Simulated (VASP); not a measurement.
The system is CuO.

```
Cu O
1.0
     1.91133   -2.06741    0.00000
     1.91133    2.06741    0.00000
     0.00000    0.00000    5.15593
Cu O
2 2
Direct
  0.50000 0.00000 0.00000
  0.00000 0.50000 0.50000
  0.50000 0.50000 0.25000
  0.50000 0.50000 0.75000
```

Base run:

- Program: VASP 6.6.1
- Functional: PBE
- Potentials or basis: VASP PAW PBE potentials, release 64 (Cu_sv_GW, O)
- Cutoff: 820 eV
- k mesh: 8 × 8 × 5
- Occupations: fermi-dirac, width 0.05 eV
- Spin: no spin polarisation

Its results: band gap on the k mesh zero (bands 25 and 26 overlap by 0.86 eV); pressure 13.9 GPa.

**Question.** The run is repeated on the same cell with these changes: functional from PBE to PBEsol; potentials or basis from VASP PAW PBE potentials, release 64 (Cu_sv_GW, O) to VASP PAW PBE potentials, release 64 (Cu_sv_GW, O_h); cutoff from 820 eV to 1340 eV. What comes out?

**Answer.** Band gap on the k mesh zero (bands 25 and 26 overlap by 0.88 eV); pressure 5.9 GPa.

Caveats: the cell stands under pressure; semilocal functionals often make such compounds metallic where correlation or magnetic order opens a gap, which also shifts bond lengths; the PAW data sets were made with another functional, which shifts forces and pressure a little (at least some runs).
